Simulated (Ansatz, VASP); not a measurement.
**One calculation of WC, two programs**

```
W C
1.0
     2.93867    0.00000    0.00000
    -1.46934    2.54496    0.00000
     0.00000    0.00000    2.86623
W C
1 1
Direct
  0.00000 0.00000 0.00000
  0.66667 0.33333 0.50000
```

Change from the starting cell: volume scaled by 1.04.

Alike in both runs: task single point; functional PBE; k mesh 13 × 13 × 12; occupations fermi-dirac, width 0.05 eV; no spin polarisation.

```csv
,VASP,Ansatz
version,VASP 6.6.1,Ansatz 0.2.0
potentials or method,"VASP PAW PBE potentials, release 64 (W_sv, C), cutoff 520 eV","all-electron LAPW, scalar-relativistic"
```

```tsv
	VASP	Ansatz	Ansatz less VASP
pressure (GPa)	-5.8	-6.7	-0.85
traceless stress, the component that is largest in VASP (GPa)	-1.19	-1.37	-0.185
```

Ansatz ran all-electron here, and VASP with PAW potentials.

Spin-orbit coupling is off throughout.
